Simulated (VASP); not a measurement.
A run of VASP 6.6.1 is set up as follows.

INCAR

```
  ALGO = Normal
  EDIFF = 1E-8
  ENCUT = 520
  ISIF = 2
  ISMEAR = -1
  LASPH = T
  LCHARG = F
  LEFG = T
  LREAL = F
  LWAVE = F
  NBANDS = 54
  NELM = 60
  PREC = Accurate
  SIGMA = 0.05
```

File KPOINTS:

```
k-points
0
Gamma
  7 7 7
```

File POSCAR:

```
Ag
1.0
    0.0000000000      4.0855000000      4.0855000000
    4.0855000000      0.0000000000      4.0855000000
    4.0855000000      4.0855000000      0.0000000000
Ag
8
Direct
    0.0000000000      0.0000000000      0.0000000000
    0.0000000000      0.0000000000      0.5000000000
    0.0000000000      0.5000000000      0.0000000000
    0.0000000000      0.5000000000      0.5000000000
    0.5000000000      0.0000000000      0.0000000000
    0.5000000000      0.0000000000      0.5000000000
    0.5000000000      0.5000000000      0.0000000000
    0.5000000000      0.5000000000      0.5000000000
```

Potentials or basis: VASP PAW LDA potentials, release 64 (Ag).

Launch:

```console
$ cat potpaw_LDA.64/Ag/POTCAR > POTCAR
$ mpirun -np 1 vasp_std > vasp.out
```

(1) Predict the pressure.

(2) Predict the band gap on the k mesh.

Answers

(1) -7.2 GPa.

(2) zero (bands 44 and 45 overlap by 1.38 eV).

Caveat: the cell stands under tension.
